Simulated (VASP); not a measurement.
A run of VASP 6.6.1 is set up as follows.

POSCAR

```
CdTe
1.0
    6.6711266548      0.0000000000      0.0000000000
   -3.3355633274      5.7773651550      0.0000000000
    0.0000000000      0.0000000000      5.3823862783
Cd Te
3 3
Direct
    0.5000000000      0.0000000000      0.0000000000
    0.5000000000      0.5000000000      0.0000000000
    0.0000000000      0.5000000000      0.0000000000
    0.0000000000      0.0000000000      0.0000000000
    0.3333333333      0.6666666667      0.5000000000
    0.6666666667      0.3333333333      0.5000000000
```

INCAR.step1

```
SYSTEM = CdTe
ALGO = Normal ; EDIFF = 1E-4
ENCUT = 600 ; GGA = PE
ISMEAR = 0 ; LASPH = .True.
LCHARG = .False. ; LREAL = .False.
LWAVE = .True. ; NELM = 80
PREC = Accurate ; SIGMA = 0.1
```

File INCAR.step2:

```
SYSTEM = CdTe
ALGO = Normal ; EDIFF = 1E-7
EDIFFG = -0.04 ; ENCUT = 600
IBRION = 2 ; ISIF = 3
ISMEAR = 0 ; ISTART = 1
LASPH = .True. ; LCHARG = .False.
LMIXTAU = .True. ; LREAL = .False.
LWAVE = .False. ; METAGGA = R2SCAN
NELM = 80 ; NSW = 90
PREC = Accurate ; SIGMA = 0.1
```

KPOINTS

```
k-points
0
Gamma
  3 3 4
  0 0 0
```

Potentials or basis: VASP PAW PBE potentials, release 64 (Cd, Te).

Run with:

```console
$ cat potpaw_PBE.64/Cd/POTCAR potpaw_PBE.64/Te/POTCAR > POTCAR
$ cp INCAR.step1 INCAR
$ mpirun -np 1 vasp_std > vasp.out
$ cp INCAR.step2 INCAR
$ mpirun -np 1 vasp_std > vasp.out
```

Q: What does it give for the space group after relaxing (to 0.1 Å)?

A: P6/mmm (No. 191).

Q: What does it give for the relaxed cell?

A: a = 7.294 Å, b = 7.294 Å, c = 4.114 Å, α = 90.00°, β = 90.00°, γ = 120.00°.

Q: What does it give for the relaxed volume?

A: 31.59 Å³/atom.

Final structure:
```cif
data_structure
_symmetry_space_group_name_H-M 'P 1'
_symmetry_Int_Tables_number 1
_cell_length_a 7.2935
_cell_length_b 7.2935
_cell_length_c 4.1139
_cell_angle_alpha 90.000
_cell_angle_beta 90.000
_cell_angle_gamma 120.000
_cell_volume 189.52
loop_
_atom_site_label
_atom_site_type_symbol
_atom_site_fract_x
_atom_site_fract_y
_atom_site_fract_z
_atom_site_occupancy
Cd1 Cd 0.50000 0.00000 0.00000 1
Cd2 Cd 0.50000 0.50000 0.00000 1
Cd3 Cd 0.00000 0.50000 0.00000 1
Te1 Te 0.00000 0.00000 0.00000 1
Te2 Te 0.33333 0.66667 0.50000 1
Te3 Te 0.66667 0.33333 0.50000 1
```

Caveat: the k points lie up to 0.38 Å⁻¹ apart in the final cell, too coarse for converged energies and pressures of a metal; a cell axis changed by over 15 % at a fixed basis, so the end point is rough; the PAW data sets were made with another functional, which shifts forces and pressure a little.
